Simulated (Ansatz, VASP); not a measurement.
# CaSe: VASP beside Ansatz

The input INCAR:

```
  PREC = Accurate
  ENCUT = 520
  EDIFF = 1E-6
  ISMEAR = -1
  SIGMA = 0.02
  LREAL = False
  LASPH = True
  NELM = 60
  ALGO = Normal
  ISIF = 2
  LWAVE = False
  LCHARG = False
  GGA = PE
  NBANDS = 15
```

Contents of KPOINTS:

```
regular mesh
0
Gamma
  8 8 8
```

Contents of POSCAR:

```
CaSe
1.0
    0.0000000000      2.9230220822      2.9826959254
    2.9230220822      0.0000000000      2.9826959254
    2.9230220822      2.9230220822      0.0000000000
Ca Se
1 1
Direct
    0.0000000000      0.0000000000      0.0000000000
    0.5000000000      0.5000000000      0.5000000000
```

Input for Ansatz:

```yaml
crystal:
  lattice:
    - [0.0, 2.9230220822, 2.9826959254]
    - [2.9230220822, 0.0, 2.9826959254]
    - [2.9230220822, 2.9230220822, 0.0]
  atoms:
    - { symbol: Ca, position: [0.0, 0.0, 0.0] }
    - { symbol: Se, position: [0.5, 0.5, 0.5] }
kpoints:
  mp_grid: { grid: [8, 8, 8] }
  band_path:
    path:
      - [0.0, 0.0, 0.0]
      - [0.5, 0.0, 0.5]
      - [0.625, 0.25, 0.625]
      - [0.375, 0.375, 0.75]
      - [0.5, 0.5, 0.5]
      - [0.5, 0.25, 0.75]
      - [0.0, 0.5, 0.5]
    npoints: 1
hamiltonian:
  xc: pbe
scf:
  occupations: { method: fermi_dirac, width: 0.02 }
  n_extra_bands: 4
output:
  forces: true
  stress: true
  eigenvalues: true
```

Change from the starting cell: epitaxial_xy strain -1.5%.

Alike in both runs: task single point; functional PBE; k mesh 8 × 8 × 8; occupations fermi-dirac, width 0.02 eV; no spin polarisation.

|  | VASP | Ansatz |
| --- | --- | --- |
| version | VASP 6.6.1 | Ansatz 0.2.0 |
| potentials or method | VASP PAW PBE potentials, release 64 (Ca_sv, Se) | plane waves, PAW |
| plane-wave cutoff (eV) | 520 | 420 |
| valence electrons in the cell | 16 | 26 |

Ansatz gave:

| Item | Value |
| --- | --- |
| gap on the k mesh at the Fermi level (eV) | 1.99 |
| pressure (GPa) | 1.9 |
| traceless stress, the component that is largest in VASP (GPa) | -1.33 |

**Question.** Estimate VASP's values.

**Answer.** gap on the k mesh at the Fermi level (eV): 1.98; pressure (GPa): 2.1; traceless stress, the component that is largest in VASP (GPa): -1.35.

VASP's potentials hold 16 valence electrons a cell and Ansatz's 26, so a difference there can come from the potentials and not from the codes.
